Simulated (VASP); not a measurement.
Here is a VASP 6.6.1 calculation.

Contents of INCAR:

```
  PREC = Accurate
  ENCUT = 520
  EDIFF = 1E-6
  ISMEAR = 0
  SIGMA = 0.05
  LREAL = False
  LASPH = True
  NELM = 60
  ALGO = Normal
  ISIF = 2
  LWAVE = False
  LCHARG = False
  NBANDS = 27
```

File KPOINTS:

```
regular mesh
0
Gamma
  10 10 6
```

Contents of POSCAR:

```
SbMo
1.0
    4.3582954797      0.0000000000      0.0000000000
   -2.1791477398      3.7743946027      0.0000000000
    0.0000000000      0.0000000000      5.2527398165
Mo Sb
2 2
Direct
    0.0000000000      0.0000000000      0.0000000000
    0.0000000000      0.0000000000      0.5000000000
    0.3333333333      0.6666666667      0.2500000000
    0.6666666667      0.3333333333      0.7500000000
```

Potentials or basis: VASP PAW LDA potentials, release 64 (Mo_sv, Sb).

Launch:

```bash
$ cat potpaw_LDA.64/Mo_sv/POTCAR potpaw_LDA.64/Sb/POTCAR > POTCAR
$ mpirun -np 1 vasp_std > vasp.out
```

Predict the band gap on the k mesh.

zero (band 19 reaches 9.93 eV, above the bottom of band 20 at 8.47 eV).

Estimate the pressure.

-6.9 GPa.

Stress tensor (GPa, compression positive):
```
-6.65  0.00  0.00
 0.00 -6.65  0.00
 0.00  0.00 -7.53
```

Caveat: spin-orbit coupling is left out, which moves the levels of the heavy elements.
